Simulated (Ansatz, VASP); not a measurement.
Two plane-wave programs on Sn

```
Sn
1.0
    -2.94828    2.95040    1.58882
     2.95040   -2.94828    1.58882
     2.94605    2.94605   -1.58493
Sn
2
Direct
  0.00003 0.99997 0.00000
  0.74997 0.25003 0.50000
```

Alike in both runs: task single point; functional r2SCAN; k mesh 11 × 11 × 8; occupations methfessel-paxton of order 1, width 0.1 eV; no spin polarisation.

|  | VASP | Ansatz |
| --- | --- | --- |
| version | VASP 6.6.1 | Ansatz 0.2.0 |
| potentials or method | VASP PAW PBE potentials, release 64 (Sn_d), cutoff 520 eV | plane waves (500 eV) with PAW, scalar-relativistic |
| valence electrons in the cell | 28 | 28 |

```tsv
	VASP	Ansatz	Ansatz less VASP
pressure (GPa)	0.0	0.0	+0.02
traceless stress, the component that is largest in VASP (GPa)	-0.11	-0.11	0.000
```

VASP's potentials were made for PBE, not for r2SCAN. With one functional, cell and mesh, what is left measures potentials, basis and numerics.
